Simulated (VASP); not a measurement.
Wanted: the native input for a VASP 6.6.1 run.

- Task: single point
- Functional: PBE
- Potentials or basis: VASP PAW PBE potentials, release 64 (Ca_sv, Si, Se)
- Cutoff: 520 eV
- k mesh: 8 × 8 × 8
- Occupations: gaussian, width 0.1 eV
- Spin: no spin polarisation
- Dipole correction: no
- Further INCAR settings: ALGO = Fast; EDIFF = 1e-06; NBANDS = 40

The structure of Ca2SiSe6 lies in POSCAR:

```
Ca2SiSe6
1.0
    0.0000000000      4.7559912979      4.7559912979
    4.7559912979      0.0000000000      4.7559912979
    4.7559912979      4.7559912979      0.0000000000
Ca Si Se
2 1 6
Direct
    0.7500000000      0.7500000000      0.7500000000
    0.2500000000      0.2500000000      0.2500000000
    0.5000000000      0.5000000000      0.5000000000
    0.2488122030      0.2488122030      0.7511877970
    0.7511877970      0.7511877970      0.2488122030
    0.7511877970      0.2488122030      0.7511877970
    0.2488122030      0.7511877970      0.2488122030
    0.7511877970      0.2488122030      0.2488122030
    0.2488122030      0.7511877970      0.7511877970
```

The cell was built from a structure type or drawn by symmetry, and may not be a known phase.

The input as run:

INCAR

```
SYSTEM = Ca2SiSe6
PREC = Accurate
ENCUT = 520
EDIFF = 1E-6
ISMEAR = 0
SIGMA = 0.1
LREAL = .False.
LASPH = .True.
NELM = 100
ALGO = Fast
ISIF = 2
LWAVE = .False.
LCHARG = .False.
GGA = PE
NBANDS = 40
```

KPOINTS

```
regular mesh
0
Gamma
  8 8 8
  0 0 0
```

Potentials or basis: VASP PAW PBE potentials, release 64 (Ca_sv, Si, Se).

Command:

```console
$ cat potpaw_PBE.64/Ca_sv/POTCAR potpaw_PBE.64/Si/POTCAR potpaw_PBE.64/Se/POTCAR > POTCAR
$ mpirun -np 1 vasp_std > vasp.out
```

Results of the run:

```
Pressure               : 0.1 GPa
Largest force          : 0.007 eV/Å
Band gap on the k mesh : zero (bands 30 and 31 overlap by 0.85 eV)
```

Wall time 6.2 min on 1 thread of Intel(R) Xeon(R) Platinum 8488C (Sapphire Rapids) (shared host), peak memory 0.48 GiB.
